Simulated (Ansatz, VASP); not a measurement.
# Ni in VASP and in Ansatz

```xyz
4
Lattice="2.5281 0.0000 0.0000 -1.2640 2.1894 0.0000 0.0000 0.0000 8.2840" Properties=species:S:1:pos:R:3 pbc="T T T"
Ni    1.2640    2.1894    0.0000
Ni    1.2640    2.1894    4.1420
Ni    0.0000    1.4596    2.0710
Ni    1.2640    0.7298    6.2130
```

Alike in both runs: functional BLYP; k mesh 14 × 14 × 4; occupations fermi-dirac, width 0.05 eV; collinear spin.

Ansatz relaxed the structure, and its values are those at the end. VASP's run is a single point on that final structure, the one shown.

|  | VASP | Ansatz |
| --- | --- | --- |
| version | VASP 6.6.1 | Ansatz 0.2.0 |
| potentials or method | VASP PAW PBE potentials, release 64 (Ni), cutoff 520 eV | plane waves (420 eV) with PAW, scalar-relativistic |
| valence electrons in the cell | 40 | 72 |

VASP gave:

| Property | Result |
| --- | --- |
| pressure (GPa) | -0.5 |
| net moment per atom (μB) | 0.01 |
| size of the moment on the site where the two differ most (μB) | 0.21 |

Estimate Ansatz's values.

pressure (GPa): 0.0; net moment per atom (μB): 0.63; size of the moment on the site where the two differ most (μB): 0.67.

The net moments are unlike, so the other rows may belong to different states. VASP's potentials were made for PBE, not for BLYP. Site moments also hang on the region over which each program counts them. VASP's potentials hold 40 valence electrons a cell and Ansatz's 72, so a difference there can come from the potentials and not from the codes. Ansatz's warnings: seeded moment not kept.
